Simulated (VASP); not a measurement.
Here is a VASP 6.6.1 calculation.

The input INCAR:

```
SYSTEM = Ta4C3
ALGO     = Normal         ! electronic algorithm
EDIFF    = 1E-6           ! SCF threshold, eV
ENCUT    = 520            ! plane-wave cutoff, eV
GGA      = PS             ! functional
ISIF     = 2              ! what is computed and relaxed
ISMEAR   = 0              ! smearing method
LASPH    = .TRUE.         ! aspherical terms in the spheres
LCHARG   = .FALSE.        ! write CHGCAR
LREAL    = .FALSE.        ! projectors in reciprocal space
LWAVE    = .FALSE.        ! write WAVECAR
NBANDS   = 37             ! bands
NELM     = 60             ! most SCF steps
PREC     = Accurate       ! precision mode
SIGMA    = 0.15           ! smearing width, eV
```

Contents of KPOINTS:

```
k-points
0
G
  10 10 10
  0 0 0
```

POSCAR

```
Ta4C3
1.0
    4.4026022057      0.0000000000      0.0000000000
    0.0000000000      4.4026022057      0.0000000000
    0.0000000000      0.0000000000      4.4026022057
Ta C
4 3
Direct
    0.0002376022      0.5000000000      0.5000000000
    0.5000973477      0.0000000000      0.5000000000
    0.5000973477      0.5000000000      0.0000000000
    0.0009813796      0.0000000000      0.0000000000
    0.4659292407      0.0000000000      0.0000000000
    0.0063867284      0.5000000000      0.0000000000
    0.0063867284      0.0000000000      0.5000000000
```

Potentials or basis: VASP PAW PBE potentials, release 64 (Ta_pv, C).

Launch:

```sh
$ cat potpaw_PBE.64/Ta_pv/POTCAR potpaw_PBE.64/C/POTCAR > POTCAR
$ mpirun -np 1 vasp_std > vasp.out
```

Question: What does it give for the pressure?

Answer: 1.8 GPa.

Question: What does it give for the band gap on the k mesh?

Answer: Zero (bands 28 and 29 overlap by 0.95 eV).

Stress tensor (GPa, compression positive):
```
3.75 0.00 0.00
0.00 0.76 0.00
0.00 0.00 0.76
```

Caveat: the cell differs from its parent crystal (atoms displaced along a vibrational mode); the PAW data sets were made with another functional, which shifts forces and pressure a little; spin-orbit coupling is left out, which moves the levels of the heavy elements.
